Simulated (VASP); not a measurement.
Input of a VASP 6.6.1 run:

INCAR

```
SYSTEM = TiB3
PREC = Accurate
ENCUT = 520
EDIFF = 1E-6
ISMEAR = 0
SIGMA = 0.1
LREAL = .False.
LASPH = .True.
NELM = 80
ALGO = Normal
ISIF = 2
LWAVE = .False.
LCHARG = .False.
GGA = PS
NBANDS = 18
```

KPOINTS

```
Automatic mesh
0
Gamma
  14 14 14
  0 0 0
```

Contents of POSCAR:

```
TiB3
1.0
    3.1577935431      0.0000000000      0.0000000000
    0.0000000000      3.1577935431      0.0000000000
    0.0000000000      0.0000000000      3.1577935431
Ti B
1 3
Direct
    0.0000000000      0.0000000000      0.0000000000
    0.5000000000      0.5000000000      0.0000000000
    0.5000000000      0.0000000000      0.5000000000
    0.0000000000      0.5000000000      0.5000000000
```

Potentials or basis: VASP PAW PBE potentials, release 64 (Ti_sv, B).

Run with:

```console
$ cat potpaw_PBE.64/Ti_sv/POTCAR potpaw_PBE.64/B/POTCAR > POTCAR
$ mpirun -np 1 vasp_std > vasp.out
```

(1) Estimate the pressure.

(2) Estimate the band gap on the k mesh.

Answers

(1) 0.1 GPa.

(2) zero (an odd number of electrons rules out a gap without spin polarisation).

Caveat: the PAW data sets were made with another functional, which shifts forces and pressure a little.
